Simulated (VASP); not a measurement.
Mn: single point with LDA

Mn:

```xyz
1
Lattice="2.1368 0.0000 0.0000 0.0000 2.1368 0.0000 0.0000 0.0000 2.1368" Properties=species:S:1:pos:R:3 pbc="T T T"
Mn    0.0000    0.0000    0.0000
```

This cell differs from its parent crystal: volume scaled by 0.88.

```yaml
Program: VASP 6.6.1
Task: single point
Functional: LDA
Potentials_or_basis: VASP PAW LDA potentials, release 64 (Mn_pv)
Cutoff: 520 eV
k_mesh: 16 × 16 × 16
Occupations: fermi-dirac, width 0.1 eV
Spin: no spin polarisation
```

The pressure is 44.4 GPa.

Levels at points of the mesh, in eV from the Fermi level:
```csv
k point,band 2,band 3,band 4,band 5,band 6,band 7,band 8,band 9,band 10,band 11
"(0.00, 0.00, 0.00)",-47.18,-47.18,-8.85,-4.76,-4.76,2.19,2.19,2.19,22.99,22.99
"(0.50, 0.00, 0.00)",-47.03,-47.03,-4.12,-3.81,-1.06,-0.28,-0.28,2.41,8.60,23.98
"(0.50, 0.50, 0.00)",-48.54,-46.90,-6.53,-2.74,0.26,0.26,3.87,7.31,7.31,14.68
"(0.50, 0.50, 0.50)",-48.31,-48.31,-4.54,-4.54,-4.54,4.00,4.00,12.25,17.11,17.11
```

Run time: 7.5 s on 1 thread of AMD EPYC 9R45 96-Core Processor (Zen 5), with other jobs on the host, peak memory 0.09 GiB.

Caveat: the run has no spin polarisation, though such a crystal can be magnetic. Spin polarisation is off, so any magnetic state and its effect on volume and gap are missing.
